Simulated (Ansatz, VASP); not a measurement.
**One calculation of Bi2Se3, two programs**

```
Bi Se
1.0
    -2.59382    2.59382    5.76822
     2.59382   -2.59382    5.76822
     2.59382    2.59382   -5.76822
Bi Se
2 3
Direct
  0.75000 0.25000 0.50000
  0.25000 0.75000 0.50000
  0.50000 0.00000 0.50000
  0.00000 0.50000 0.50000
  0.50000 0.50000 0.00000
```

Alike in both runs: task relaxation of cell and atoms; functional PBE; k mesh 10 × 10 × 10; occupations gaussian, width 0.1 eV; no spin polarisation.

|  | VASP | Ansatz |
| --- | --- | --- |
| version | VASP 6.6.1 | Ansatz 0.2.0 |
| potentials or method | VASP PAW PBE potentials, release 64 (Bi_d, Se), cutoff 500 eV | scalar-relativistic, plane waves, PAW |
| valence electrons in the cell | 48 | 78 |

Ansatz gave:

| Property | Result |
| --- | --- |
| gap on the k mesh at the Fermi level, each at its own relaxed structure (eV) | none |
| relaxed volume (Å³/atom) | 30.86 |
| relaxed length of the cell vector where the two differ most in proportion (Å) | 6.854 |

Problem. Estimate VASP's values.

Solution. gap on the k mesh at the Fermi level, each at its own relaxed structure (eV): none; relaxed volume (Å³/atom): 30.85; relaxed length of the cell vector where the two differ most in proportion (Å): 6.853.

A gap of «none» marks a metal or a gap that the smearing closes. VASP's potentials hold 48 valence electrons a cell and Ansatz's 78, so a difference there can come from the potentials and not from the codes.

Neither program's run includes spin-orbit coupling.
